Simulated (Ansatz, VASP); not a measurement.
**One calculation of RuS2, two programs**

```xyz
12
Lattice="5.6495 0.0000 0.0000 0.0000 5.6495 0.0000 0.0000 0.0000 5.6495" Properties=species:S:1:pos:R:3 pbc="T T T"
Ru    0.0000    2.8248    2.8248
Ru    2.8248    2.8248    0.0000
Ru    2.8248    0.0000    2.8248
Ru    0.0000    0.0000    0.0000
S     2.1857    0.6390    5.0105
S     0.6390    5.0105    2.1857
S     5.0105    2.1857    0.6390
S     3.4638    3.4638    3.4638
S     2.1857    2.1857    2.1857
S     0.6390    3.4638    5.0105
S     5.0105    0.6390    3.4638
S     3.4638    5.0105    0.6390
```

Alike in both runs: functional PBE; k mesh 6 × 6 × 6; occupations gaussian, width 0.02 eV; no spin polarisation.

Ansatz relaxed the structure, and its values are those at the end. VASP's run is a single point on that final structure, the one shown.

|  | VASP | Ansatz |
| --- | --- | --- |
| version | VASP 6.6.1 | Ansatz 0.2.0 |
| potentials or method | VASP PAW PBE potentials, release 64 (Ru_pv, S), cutoff 520 eV | scalar-relativistic, plane waves, PAW |
| valence electrons in the cell | 104 | 112 |

```tsv
	VASP	Ansatz	Ansatz less VASP
gap on the k mesh at the Fermi level (eV)	0.61	0.61	+0.003
least direct gap on the mesh (eV)	0.83	0.83	+0.002
pressure (GPa)	-0.3	-0.1	+0.26
rms of the force components (eV/Å)	0.004	0.014	+0.0109
```

VASP's potentials hold 104 valence electrons a cell and Ansatz's 112, so a difference there can come from the potentials and not from the codes.
